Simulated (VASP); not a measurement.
Wanted: the native input for a VASP 6.6.1 run.

```yaml
Task: electric field gradients
Functional: PBEsol
Potentials_or_basis: VASP PAW PBE potentials, release 64 (Li_sv, Au, O)
Cutoff: 520 eV
k_mesh: 10 × 10 × 8
Occupations: fermi-dirac, width 0.15 eV
Spin: no spin polarisation
Dipole_correction: no
Further_INCAR_settings: ALGO = Normal; EDIFF = 1e-08; NBANDS = 28
```

The structure of LiAuO4 lies in POSCAR:

```
LiAuO4
1.0
    3.4341817514      0.0000000000      0.0000000000
    0.0000000000      3.4341817514      0.0000000000
    0.0000000000      0.0000000000      4.9590997998
Li Au O
1 1 4
Direct
    0.5000000000      0.5000000000      0.5000000000
    0.0000000000      0.0000000000      0.0000000000
    0.0000000000      0.5000000000      0.2416088615
    0.5000000000      0.0000000000      0.7583911385
    0.0000000000      0.5000000000      0.7583911385
    0.5000000000      0.0000000000      0.2416088615
```

The input as run:

INCAR

```
PREC     = Accurate       # precision mode
ENCUT    = 520            # plane-wave cutoff, eV
EDIFF    = 1E-8           # SCF threshold, eV
ISMEAR   = -1             # smearing method
SIGMA    = 0.15           # smearing width, eV
LREAL    = F              # projectors in reciprocal space
LASPH    = T              # aspherical terms in the spheres
NELM     = 60             # most SCF steps
ALGO     = Normal         # electronic algorithm
ISIF     = 2              # what is computed and relaxed
LWAVE    = F              # write WAVECAR
LCHARG   = F              # write CHGCAR
GGA      = PS             # functional
LEFG     = T            
NBANDS   = 28             # bands
```

KPOINTS

```
Automatic mesh
0
Gamma
  10 10 8
```

Potentials or basis: VASP PAW PBE potentials, release 64 (Li_sv, Au, O).

Launch:

```sh
$ cat potpaw_PBE.64/Li_sv/POTCAR potpaw_PBE.64/Au/POTCAR potpaw_PBE.64/O/POTCAR > POTCAR
$ mpirun -np 1 vasp_std > vasp.out
```

Results of the run:

* Largest force: 0.056 eV/Å
* Band gap on the k mesh: zero (band 19 reaches 4.61 eV, above the bottom of band 20 at 3.67 eV)

Caveat: without QUAD_EFG the Cq values of the log hold for a quadrupole moment of 1 mb, not for the nuclei; the PAW data sets were made with another functional, which shifts forces and pressure a little; spin-orbit coupling is left out, which moves the levels of the heavy elements.

Run time: 6.4 min on 1 thread of Oxide Virtual Turin-like Processor (shared host), peak memory 0.24 GiB.
